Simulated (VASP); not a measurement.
Wanted: the native input for a VASP 6.6.1 run.

```yaml
Task: single point
Functional: HSE06
Potentials_or_basis: VASP PAW PBE potentials, release 64 (Hf_pv, N)
Cutoff: 520 eV
k_mesh: 6 × 6 × 6
Occupations: fermi-dirac, width 0.05 eV
Spin: no spin polarisation
Dipole_correction: no
Grid_for_exact_exchange_PRECFOCK: Normal
Further_INCAR_settings: ALGO = Normal; EDIFF = 1e-06; NBANDS = 14
Share_of_exact_exchange: 0.25
Screening_parameter: 0.2079 1/Å
```

Crystal: HfN.

```
CELL_PARAMETERS angstrom
0.00000 2.50297 2.50297
2.50297 0.00000 2.50297
2.50297 2.50297 0.00000
ATOMIC_POSITIONS crystal
Hf 0.00000 0.00000 0.00000
N 0.25000 0.25000 0.25000
```

These files were run (other wordings do the same):

POSCAR

```
HfN
1.0
    0.0000000000      2.5029679880      2.5029679880
    2.5029679880      0.0000000000      2.5029679880
    2.5029679880      2.5029679880      0.0000000000
Hf N
1 1
Direct
    0.0000000000      0.0000000000      0.0000000000
    0.2500000000      0.2500000000      0.2500000000
```

INCAR.step1

```
ALGO = Normal
EDIFF = 1E-5
ENCUT = 520
GGA = PE
ISIF = 2
ISMEAR = -1
LASPH = True
LREAL = False
LWAVE = True
NBANDS = 14
NELM = 80
PREC = Accurate
SIGMA = 0.05
```

INCAR.step2

```
ALGO = Normal
EDIFF = 1E-6
ENCUT = 520
GGA = PE
HFSCREEN = 0.2079
ISIF = 2
ISMEAR = -1
ISTART = 1
LASPH = True
LCHARG = True
LELF = True
LHFCALC = True
LREAL = False
LVHAR = True
LWAVE = False
NBANDS = 14
NELM = 80
PREC = Accurate
PRECFOCK = Normal
SIGMA = 0.05
```

KPOINTS

```
k-points
0
Gamma
  6 6 6
```

Potentials or basis: VASP PAW PBE potentials, release 64 (Hf_pv, N).

The run is started by

```bash
$ cat potpaw_PBE.64/Hf_pv/POTCAR potpaw_PBE.64/N/POTCAR > POTCAR
$ cp INCAR.step1 INCAR
$ mpirun -np 1 vasp_std > vasp.out
$ cp INCAR.step2 INCAR
$ mpirun -np 1 vasp_std > vasp.out
```

It gave:

```json
{"Pressure": "-14.7 GPa", "Band gap on the k mesh": "zero (an odd number of electrons rules out a gap without spin polarisation)"}
```

Caveat: the k points lie up to 0.36 Å⁻¹ apart, too coarse for converged energies and pressures of a metal; the PAW data sets were made with another functional, which shifts forces and pressure a little; spin-orbit coupling is left out, which moves the levels of the heavy elements.

It took 14 min on 1 thread of Intel(R) Xeon(R) 6975P-C (Granite Rapids), on a shared host, peak memory 0.26 GiB.
